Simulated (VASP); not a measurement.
# Sb (Pm-3n) in VASP: further runs

Sb is run at these levels: r2SCAN; tasks: single point.

All numbers are computed with VASP 6.6.1; they aren't measurements. Logs are shortened: lines on timing, memory, paths and dates and some standing lists are left out, and cuts for length are marked.

**1. The cell of the first run**

It takes space group Pm-3n (No. 223, cubic). Conventional cell: a = 6.068 Å, b = 6.068 Å, c = 6.068 Å, α = 90.00°, β = 90.00°, γ = 90.00°. Within 4.5 Å of Sb (site symmetry m-3) lie 12 Sb at 3.39 Å. Within 4.0 Å of Sb (site symmetry -4m2) lie 14 Sb at 3.03 to 3.72 Å.

**2. Single point, r2SCAN**

Contents of POSCAR:

```
Sb
1.0
    6.0677348465      0.0000000000      0.0000000000
    0.0000000000      6.0677348465      0.0000000000
    0.0000000000      0.0000000000      6.0677348465
Sb
8
Direct
    0.5000000000      0.5000000000      0.5000000000
    0.0000000000      0.0000000000      0.0000000000
    0.2500000000      0.0000000000      0.5000000000
    0.5000000000      0.2500000000      0.0000000000
    0.5000000000      0.7500000000      0.0000000000
    0.7500000000      0.0000000000      0.5000000000
    0.0000000000      0.5000000000      0.7500000000
    0.0000000000      0.5000000000      0.2500000000
```

Contents of INCAR.step1:

```
ALGO = Normal ; EDIFF = 1E-4
ENCUT = 520 ; GGA = PE
ISMEAR = 0 ; LASPH = True
LCHARG = False ; LREAL = False
LWAVE = True ; NBANDS = 30
NELM = 60 ; PREC = Accurate
SIGMA = 0.1
```

Contents of INCAR.step2:

```
ALGO = Normal ; EDIFF = 1E-6
ENCUT = 520 ; ISIF = 2
ISMEAR = 0 ; ISTART = 1
LASPH = True ; LCHARG = False
LMIXTAU = True ; LREAL = False
LWAVE = False ; METAGGA = R2SCAN
NBANDS = 30 ; NELM = 60
PREC = Accurate ; SIGMA = 0.1
```

Contents of KPOINTS:

```
k-points
0
Gamma
  4 4 4
```

Potentials or basis: VASP PAW PBE potentials, release 64 (Sb).

Run with:

```console
$ cat potpaw_PBE.64/Sb/POTCAR > POTCAR
$ cp INCAR.step1 INCAR
$ mpirun -np 1 vasp_std > vasp.out
$ cp INCAR.step2 INCAR
$ mpirun -np 1 vasp_std > vasp.out
```

OUTCAR:

```text
EDIFF = 1E-6
   ENCUT = 520
   ISIF = 2
   ISMEAR = 0
   ISTART = 1
   LASPH = True
   LREAL = False
   METAGGA = R2SCAN
   NELM = 60
   PREC = Accurate

 ion  position               nearest neighbor table
   1  0.500  0.500  0.500-   3 3.39   4 3.39   5 3.39   6 3.39   7 3.39   8 3.39   4 3.39   5 3.39
                             3 3.39   6 3.39   7 3.39   8 3.39
   2  0.000  0.000  0.000-   3 3.39   4 3.39   5 3.39   6 3.39   7 3.39   8 3.39   3 3.39   6 3.39
                             7 3.39   8 3.39   4 3.39   5 3.39
   3  0.250  0.000  0.500-   6 3.03   6 3.03   1 3.39   2 3.39   1 3.39   2 3.39   8 3.72   7 3.72
                             8 3.72   7 3.72   4 3.72   5 3.72   4 3.72   5 3.72
   4  0.500  0.250  0.000-   5 3.03   5 3.03   1 3.39   1 3.39   2 3.39   2 3.39   8 3.72   7 3.72
                             7 3.72   8 3.72   6 3.72   3 3.72   3 3.72   6 3.72
   5  0.500  0.750  0.000-   4 3.03   4 3.03   1 3.39   1 3.39   2 3.39   2 3.39   8 3.72   7 3.72
                             7 3.72   8 3.72   6 3.72   3 3.72   3 3.72   6 3.72
   6  0.750  0.000  0.500-   3 3.03   3 3.03   1 3.39   2 3.39   1 3.39   2 3.39   8 3.72   7 3.72
                             8 3.72   7 3.72   5 3.72   4 3.72   4 3.72   5 3.72
   7  0.000  0.500  0.750-   8 3.03   8 3.03   1 3.39   2 3.39   2 3.39   1 3.39   3 3.72   4 3.72
                             5 3.72   3 3.72   6 3.72   6 3.72   4 3.72   5 3.72
   8  0.000  0.500  0.250-   7 3.03   7 3.03   1 3.39   2 3.39   2 3.39   1 3.39   3 3.72   4 3.72
                             5 3.72   3 3.72   6 3.72   6 3.72   4 3.72   5 3.72

  LATTYP: Found a simple cubic cell.
 ALAT       =     6.0677348465

  Lattice vectors:

 A1 = (   6.0677348465,   0.0000000000,   0.0000000000)
 A2 = (   0.0000000000,   6.0677348465,   0.0000000000)
 A3 = (   0.0000000000,   0.0000000000,   6.0677348465)

Analysis of symmetry for initial positions (statically):
=====================================================================
 Subroutine PRICEL returns:
 Original cell was already a primitive cell.

 Routine SETGRP: Setting up the symmetry group for a
 simple cubic supercell.

 Subroutine GETGRP returns: Found 48 space group operations
 (whereof 24 operations were pure point group operations)
 out of a pool of 48 trial point group operations.

The static configuration has the point symmetry T_h .
 The point group associated with its full space group is O_h .

Analysis of symmetry for dynamics (positions and initial velocities):
=====================================================================
 Subroutine PRICEL returns:
 Original cell was already a primitive cell.
[... 114 lines left out ...]
   POTIM  = 0.5000    time-step for ionic-motion
   TEBEG  =    0.0;   TEEND  =   0.0 temperature during run
   PSTRESS=    0.0 pullay stress
   NELECT =      40.0000    total number of electrons
   NUPDOWN=      -1.0000    fix difference up-down
   EMIN   =  10.00;   EMAX   =-10.00  energy-range for DOS
   EFERMI =   0.00;   METHOD = LEGACY
   ISMEAR =     0;   SIGMA  =   0.10  broadening in eV -4-tet -1-fermi 0-gaus
   EFERMI_NEDOS =   21; number of points for ismear=-14 and -15
   IALGO  =     38    algorithm
   IMIX   =      4    mixing-type and parameters
     AMIX     =   0.40;   BMIX     =  1.00
     AMIX_MAG =   1.60;   BMIX_MAG =  1.00
  volume/ion in A,a.u.               =      27.92       188.45
  Fermi-wavevector in a.u.,A,eV,Ry     =   0.922716  1.743681 11.584076  0.851406
  Thomas-Fermi vector in A             =   2.048274
   LORBIT       =      0    0 simple, 1 ext, 2 COOP (PROOUT), +10 PAW based schemes
   METAGGA = R2SCAN    functional components
   LHFCALC =     F    Hartree Fock is set to
   AEXX    =    0.0000 exact exchange contribution
   IVDW    =     0    specifies the selected vdW correction
   LEPSILON=     F    determine dielectric tensor
   LRPA    =     F    only Hartree local field effects (RPA)
 non-spin polarized calculation
 Gauss-broadening in eV      SIGMA  =   0.10
  energy-cutoff  :      520.00
  volume of cell :      223.40
 maximum number of plane-waves:      6062
 NGX is ok and might be reduce to    48
   NGX = 23   NGY = 23   NGZ = 23

 number of electron      39.9999998 magnetization

 Free energy of the ion-electron system (eV)
  ---------------------------------------------------
  ext. energy  EPLUGINS =         0.00000000
  ---------------------------------------------------
  free energy    TOTEN  =      -201.22296216 eV

  energy without entropy =     -201.17524548  energy(sigma->0) =     -201.19910382

 E-fermi :   8.0288     XC(G=0): -10.6273

 val. band max:        7.9595251255   @ k =   0.2500   0.2500   0.0000
 cond. band min:       8.0653593559   @ k =   0.5000   0.5000   0.5000
 fundamental gap:      0.1058342304
 Fermi energy:         8.0287909844

 k-point     1 :       0.0000    0.0000    0.0000
  band No.  band energies     occupation
      1      -5.3274      2.00000
      2      -2.2432      2.00000
      3      -2.2432      2.00000
      4      -1.9376      2.00000
      5      -0.3343      2.00000
      6      -0.3343      2.00000
[... 319 lines left out ...]
     29       8.7233      0.00000
     30       8.7233      0.00000

------------------------ aborting loop because EDIFF is reached ----------------------------------------

  FORCE on cell =-STRESS in cart. coord.  units (eV):
  Direction    XX          YY          ZZ          XY          YZ          ZX
  --------------------------------------------------------------------------------------
  -------------------------------------------------------------------------------------
  Total       -0.5044288     -0.5044288     -0.5044288     -0.0000000      0.0000000      0.0000000
  in kB       -3.6176845     -3.6176845     -3.6176845     -0.0000000      0.0000000      0.0000000
  external PRESSURE =      -3.6176845 kB  Pullay stress =       0.0000000 kB

 VOLUME and BASIS-vectors are now :
 -----------------------------------------------------------------------------
  energy-cutoff  :      520.00
  volume of cell :      223.40
      direct lattice vectors                 reciprocal lattice vectors
     6.067734846  0.000000000  0.000000000     0.164806147  0.000000000  0.000000000
     0.000000000  6.067734846  0.000000000     0.000000000  0.164806147  0.000000000
     0.000000000  0.000000000  6.067734846     0.000000000  0.000000000  0.164806147

 POSITION                                       TOTAL-FORCE (eV/Angst)
 -----------------------------------------------------------------------------------
      3.03387      3.03387      3.03387        -0.000000      0.000000     -0.000000
      0.00000      0.00000      0.00000        -0.000000      0.000000     -0.000000
      1.51693      0.00000      3.03387         0.000000      0.000000     -0.000000
      3.03387      1.51693      0.00000         0.000000      0.000000      0.000000
      3.03387      4.55080      0.00000        -0.000000     -0.000000     -0.000000
      4.55080      0.00000      3.03387        -0.000000     -0.000000      0.000000
      0.00000      3.03387      4.55080        -0.000000      0.000000      0.000000
      0.00000      3.03387      1.51693         0.000000     -0.000000     -0.000000
 -----------------------------------------------------------------------------------
    total drift:                               -0.000000     -0.000000      0.000000

  FREE ENERGIE OF THE ION-ELECTRON SYSTEM (eV)
  ---------------------------------------------------
  free  energy   TOTEN  =      -201.2229621626 eV

  energy  without entropy=     -201.1752454764  energy(sigma->0) =     -201.19910382
```

OSZICAR.step1:

```text
N       E                     dE             d eps       ncg     rms          rms(c)
DAV:   1     0.193265562530E+03    0.19327E+03   -0.13377E+04   600   0.106E+03
DAV:   2    -0.144690741606E+02   -0.20773E+03   -0.20215E+03   724   0.177E+02
DAV:   3    -0.296982419969E+02   -0.15229E+02   -0.14734E+02   718   0.503E+01
DAV:   4    -0.300455291131E+02   -0.34729E+00   -0.34275E+00   694   0.757E+00
DAV:   5    -0.300500248014E+02   -0.44957E-02   -0.44866E-02   758   0.102E+00    0.472E+00
DAV:   6    -0.300067027635E+02    0.43322E-01   -0.33182E-02   668   0.706E-01    0.265E+00
DAV:   7    -0.299877635088E+02    0.18939E-01   -0.42628E-02   654   0.825E-01    0.123E-01
DAV:   8    -0.299879022586E+02   -0.13875E-03   -0.19221E-03   718   0.175E-01    0.960E-02
DAV:   9    -0.299879484084E+02   -0.46150E-04   -0.16245E-04   372   0.653E-02
   1 F= -.29987948E+02 E0= -.29964156E+02  d E =-.475848E-01
```

Wall time 2.2 min (1 thread of Intel Xeon 6975P-C (Granite Rapids), shared host); peak memory 0.36 GiB.

Results:

```
Free energy            : -201.2230 eV
Pressure               : -0.4 GPa
Band gap on the k mesh : zero (band 20 reaches 8.07 eV, above the bottom of band 21 at 7.91 eV)
```

Caveat: the PAW data sets were made with another functional, which shifts forces and pressure a little; spin-orbit coupling is left out, which moves the levels of the heavy elements.

**3. Single point, r2SCAN**

This run uses another cell than the first one, of 30.31 Å³/atom, 1.085 times its volume.

Edit POSCAR of step 2 so:

```diff
@@ -2,5 +2,5 @@
 1.0
-    6.0677348465      0.0000000000      0.0000000000
-    0.0000000000      6.0677348465      0.0000000000
-    0.0000000000      0.0000000000      6.0677348465
+    6.2356387728      0.0000000000      0.0000000000
+    0.0000000000      6.2356387728      0.0000000000
+    0.0000000000      0.0000000000      6.2356387728
 Sb
```

Contents of INCAR.step1:

```
SYSTEM = Sb
PREC = Accurate
ENCUT = 520
ISMEAR = 0
SIGMA = 0.1
LREAL = .False.
LASPH = .True.
NELM = 100
NBANDS = 30
GGA = PE
ALGO = Normal
EDIFF = 1E-4
LWAVE = .True.
LCHARG = .False.
```

Contents of INCAR.step2:

```
SYSTEM = Sb
PREC = Accurate
ENCUT = 520
EDIFF = 1E-6
ISMEAR = 0
SIGMA = 0.1
LREAL = .False.
LASPH = .True.
NELM = 100
ALGO = Normal
ISIF = 2
LWAVE = .False.
LCHARG = .False.
METAGGA = R2SCAN
LMIXTAU = .True.
NBANDS = 30
ISTART = 1
```

Contents of KPOINTS:

```
Automatic mesh
0
Gamma
  4 4 4
  0 0 0
```

Potentials or basis: VASP PAW PBE potentials, release 64 (Sb).

Run with:

```console
$ cat potpaw_PBE.64/Sb/POTCAR > POTCAR
$ cp INCAR.step1 INCAR
$ mpirun -np 1 vasp_std > vasp.out
$ cp INCAR.step2 INCAR
$ mpirun -np 1 vasp_std > vasp.out
```

OUTCAR:

```text
SYSTEM = Sb
   PREC = Accurate
   ENCUT = 520
   EDIFF = 1E-6
   ISMEAR = 0
   LREAL = .False.
   LASPH = .True.
   NELM = 100
   ISIF = 2
   METAGGA = R2SCAN
   ISTART = 1

 ion  position               nearest neighbor table
   1  0.500  0.500  0.500-   3 3.49   4 3.49   5 3.49   6 3.49   7 3.49   8 3.49   4 3.49   5 3.49
                             3 3.49   6 3.49   7 3.49   8 3.49
   2  0.000  0.000  0.000-   3 3.49   4 3.49   5 3.49   6 3.49   7 3.49   8 3.49   3 3.49   6 3.49
                             7 3.49   8 3.49   4 3.49   5 3.49
   3  0.250  0.000  0.500-   6 3.12   6 3.12   1 3.49   2 3.49   1 3.49   2 3.49
   4  0.500  0.250  0.000-   5 3.12   5 3.12   1 3.49   1 3.49   2 3.49   2 3.49
   5  0.500  0.750  0.000-   4 3.12   4 3.12   1 3.49   1 3.49   2 3.49   2 3.49
   6  0.750  0.000  0.500-   3 3.12   3 3.12   1 3.49   2 3.49   1 3.49   2 3.49
   7  0.000  0.500  0.750-   8 3.12   8 3.12   1 3.49   2 3.49   2 3.49   1 3.49
   8  0.000  0.500  0.250-   7 3.12   7 3.12   1 3.49   2 3.49   2 3.49   1 3.49

  LATTYP: Found a simple cubic cell.
 ALAT       =     6.2356387728

  Lattice vectors:

 A1 = (   6.2356387728,   0.0000000000,   0.0000000000)
 A2 = (   0.0000000000,   6.2356387728,   0.0000000000)
[... 184 lines left out ...]
  band No.  band energies     occupation
      1      -5.7101      2.00000
      2      -2.9974      2.00000
      3      -2.9974      2.00000
      4      -2.6891      2.00000
      5      -1.2028      2.00000
      6      -1.2028      2.00000
[... 319 lines left out ...]
     29       7.7187      0.00000
     30       7.7187      0.00000

------------------------ aborting loop because EDIFF is reached ----------------------------------------

  FORCE on cell =-STRESS in cart. coord.  units (eV):
  Direction    XX          YY          ZZ          XY          YZ          ZX
  --------------------------------------------------------------------------------------
  -------------------------------------------------------------------------------------
  Total       -6.3628930     -6.3628930     -6.3628930      0.0000000      0.0000000      0.0000000
  in kB      -42.0457743    -42.0457743    -42.0457743      0.0000000      0.0000000      0.0000000
  external PRESSURE =     -42.0457743 kB  Pullay stress =       0.0000000 kB

 VOLUME and BASIS-vectors are now :
 -----------------------------------------------------------------------------
  energy-cutoff  :      520.00
  volume of cell :      242.46
      direct lattice vectors                 reciprocal lattice vectors
     6.235638773  0.000000000  0.000000000     0.160368494  0.000000000  0.000000000
     0.000000000  6.235638773  0.000000000     0.000000000  0.160368494  0.000000000
     0.000000000  0.000000000  6.235638773     0.000000000  0.000000000  0.160368494

 POSITION                                       TOTAL-FORCE (eV/Angst)
 -----------------------------------------------------------------------------------
      3.11782      3.11782      3.11782         0.000000      0.000000     -0.000000
      0.00000      0.00000      0.00000         0.000000      0.000000     -0.000000
      1.55891      0.00000      3.11782         0.000000     -0.000000     -0.000000
      3.11782      1.55891      0.00000         0.000000      0.000000     -0.000000
      3.11782      4.67673      0.00000        -0.000000     -0.000000      0.000000
      4.67673      0.00000      3.11782        -0.000000      0.000000      0.000000
      0.00000      3.11782      4.67673        -0.000000     -0.000000      0.000000
      0.00000      3.11782      1.55891         0.000000      0.000000     -0.000000
 -----------------------------------------------------------------------------------
    total drift:                               -0.000000     -0.000000      0.000000

  FREE ENERGIE OF THE ION-ELECTRON SYSTEM (eV)
  ---------------------------------------------------
  free  energy   TOTEN  =      -200.9336484407 eV

  energy  without entropy=     -200.8815705620  energy(sigma->0) =     -200.90760950
```

OUTCAR.step1:

```text
SYSTEM = Sb
   PREC = Accurate
   ENCUT = 520
   ISMEAR = 0
   LREAL = .False.
   LASPH = .True.
   NELM = 100
[... 561 lines left out ...]
      4.67673      0.00000      3.11782        -0.000000     -0.000000     -0.000000
      0.00000      3.11782      4.67673         0.000000     -0.000000      0.000000
      0.00000      3.11782      1.55891         0.000000      0.000000     -0.000000
 -----------------------------------------------------------------------------------
    total drift:                               -0.000000     -0.000000      0.000000

  FREE ENERGIE OF THE ION-ELECTRON SYSTEM (eV)
  ---------------------------------------------------
  free  energy   TOTEN  =       -29.7526872034 eV

  energy  without entropy=      -29.6985424967  energy(sigma->0) =      -29.72561485
```

OSZICAR.step1:

```text
N       E                     dE             d eps       ncg     rms          rms(c)
DAV:   1     0.183312360568E+03    0.18331E+03   -0.13165E+04   600   0.105E+03
DAV:   2    -0.148543637023E+02   -0.19817E+03   -0.19354E+03   744   0.169E+02
DAV:   3    -0.294432272253E+02   -0.14589E+02   -0.13918E+02   700   0.482E+01
DAV:   4    -0.298128637108E+02   -0.36964E+00   -0.36305E+00   706   0.736E+00
DAV:   5    -0.298190466342E+02   -0.61829E-02   -0.61807E-02   722   0.114E+00    0.410E+00
DAV:   6    -0.297716080573E+02    0.47439E-01   -0.43481E-02   722   0.792E-01    0.227E+00
DAV:   7    -0.297521997586E+02    0.19408E-01   -0.51555E-02   618   0.902E-01    0.156E-01
DAV:   8    -0.297525333507E+02   -0.33359E-03   -0.22050E-03   760   0.185E-01    0.108E-01
DAV:   9    -0.297526801085E+02   -0.14676E-03   -0.26135E-04   428   0.851E-02    0.275E-02
DAV:  10    -0.297526872034E+02   -0.70949E-05   -0.18444E-05   300   0.224E-02
   1 F= -.29752687E+02 E0= -.29725615E+02  d E =-.541447E-01
```

Run time: 2.4 min. Hardware: 1 thread of Intel Xeon 6975P-C (Granite Rapids), shared host; peak memory 0.37 GiB.

What came out:

```yaml
Free_energy: -200.9336 eV
Pressure: -4.2 GPa
Band_gap_on_the_k_mesh: zero (band 20 reaches 7.09 eV, above the bottom of band 21 at 6.92 eV)
```

Caveat: the PAW data sets were made with another functional, which shifts forces and pressure a little; spin-orbit coupling is left out, which moves the levels of the heavy elements.

**4. Single point, r2SCAN**

This run uses another cell than the first one, of 27.67 Å³/atom, 0.991 times its volume.

Edit POSCAR of step 3 so:

```diff
@@ -2,5 +2,5 @@
 1.0
-    6.2356387728      0.0000000000      0.0000000000
-    0.0000000000      6.2356387728      0.0000000000
-    0.0000000000      0.0000000000      6.2356387728
+    6.0489924455      0.0000000000      0.0000000000
+    0.0000000000      6.0489924455      0.0000000000
+    0.0000000000      0.0000000000      6.0489924455
 Sb
```

Contents of INCAR.step1:

```
SYSTEM = Sb
  PREC = Accurate
  ENCUT = 520
  ISMEAR = 0
  SIGMA = 0.1
  LREAL = .False.
  LASPH = .True.
  NELM = 80
  NBANDS = 30
  GGA = PE
  ALGO = Normal
  EDIFF = 1E-4
  LWAVE = .True.
  LCHARG = .False.
```

Contents of INCAR.step2:

```
SYSTEM = Sb
  PREC = Accurate
  ENCUT = 520
  EDIFF = 1E-7
  ISMEAR = 0
  SIGMA = 0.1
  LREAL = .False.
  LASPH = .True.
  NELM = 80
  ALGO = Normal
  ISIF = 2
  LWAVE = .False.
  LCHARG = .False.
  METAGGA = R2SCAN
  LMIXTAU = .True.
  NBANDS = 30
  ISTART = 1
```

Contents of KPOINTS:

```
regular mesh
0
Gamma
  6 6 6
  0 0 0
```

Run with:

```console
$ cat potpaw_PBE.64/Sb/POTCAR > POTCAR
$ cp INCAR.step1 INCAR
$ mpirun -np 1 vasp_std > vasp.out
$ cp INCAR.step2 INCAR
$ mpirun -np 1 vasp_std > vasp.out
```

It took 3.6 min on 1 thread of Intel Xeon 6975P-C (Granite Rapids), shared host; peak memory 0.4 GiB.

Results (log left out):

```
Free energy            : -201.3256 eV
Pressure               : -0.1 GPa
Band gap on the k mesh : zero (band 20 reaches 8.35 eV, above the bottom of band 21 at 7.79 eV)
```

Levels at points of the mesh, in eV from the Fermi level:
| k point | band 16 | band 17 | band 18 | band 19 | band 20 | band 21 | band 22 | band 23 | band 24 | band 25 |
| --- | --- | --- | --- | --- | --- | --- | --- | --- | --- | --- |
| (0.00, 0.00, 0.00) | -3.14 | -2.39 | -1.72 | -1.72 | -1.72 | 0.77 | 0.77 | 0.77 | 1.30 | 1.30 |
| (0.50, 0.00, 0.00) | -2.28 | -1.38 | -1.38 | -0.79 | -0.79 | 0.27 | 0.27 | 1.19 | 1.19 | 1.36 |
| (0.50, 0.50, 0.00) | -1.55 | -1.33 | -1.33 | -0.61 | -0.29 | 0.47 | 0.51 | 1.24 | 1.24 | 1.57 |
| (0.50, 0.50, 0.50) | -1.47 | 0.02 | 0.02 | 0.02 | 0.02 | 0.02 | 0.02 | 0.06 | 0.06 | 0.06 |

Caveat: the PAW data sets were made with another functional, which shifts forces and pressure a little; spin-orbit coupling is left out, which moves the levels of the heavy elements.

**5. Overview**

```tsv
cell	k mesh	gap on the mesh (eV)	pressure (GPa)
a = 6.068 Å, 8 atoms	4 × 4 × 4	none	-0.4
a = 6.236 Å, 8 atoms	4 × 4 × 4	none	-4.2
a = 6.049 Å, 8 atoms	6 × 6 × 6	none	-0.1
```

Alike in all rows: task single point; level r2SCAN; potentials or basis VASP PAW PBE potentials, release 64 (Sb); no spin polarisation; cutoff (eV) 520; smearing gaussian 0.1 eV.

Caveats: the PAW data sets were made with another functional, which shifts forces and pressure a little; spin-orbit coupling is left out, which moves the levels of the heavy elements.

Total energies depend on the potentials used, so only differences within one code and one set of settings carry meaning.
